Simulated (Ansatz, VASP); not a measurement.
# Mo in VASP and in Ansatz

```
Mo
1.0
     3.13500    0.00000    0.00000
     0.00000    3.13500    0.00000
     0.00000    0.00000   24.54000
Mo
9
Direct
  0.00000 0.00000 0.24450
  0.50000 0.50000 0.30837
  0.00000 0.00000 0.37225
  0.50000 0.50000 0.43612
  0.00000 0.00000 0.50000
  0.50000 0.50000 0.56388
  0.00000 0.00000 0.62775
  0.50000 0.50000 0.69163
  0.00000 0.00000 0.75550
```

Alike in both runs: task single point; functional PBEsol; k mesh 16 × 16 × 1; occupations methfessel-paxton of order 1, width 0.1 eV; no spin polarisation.

|  | VASP | Ansatz |
| --- | --- | --- |
| version | VASP 6.6.1 | Ansatz 0.2.0 |
| potentials or method | VASP PAW PBE potentials, release 64 (Mo_sv) | scalar-relativistic, plane waves, PAW |
| plane-wave cutoff (eV) | 520 | 420 |
| valence electrons in the cell | 126 | 126 |

VASP gave:

```
gap on the k mesh at the Fermi level (eV) : none
rms of the force components (eV/Å)        : 0.557
```

Task: Which values does Ansatz return?

Result: gap on the k mesh at the Fermi level (eV): none; rms of the force components (eV/Å): 0.560.

VASP's potentials were made for PBE, not for PBEsol. Atom by atom the forces differ by 0.007 eV/Å (rms over components). A gap of «none» marks a metal or a gap that the smearing closes. The functional is the same, so the differences come from potentials, cutoffs and numerics. Ansatz's warnings: xc potential rough in thin density.
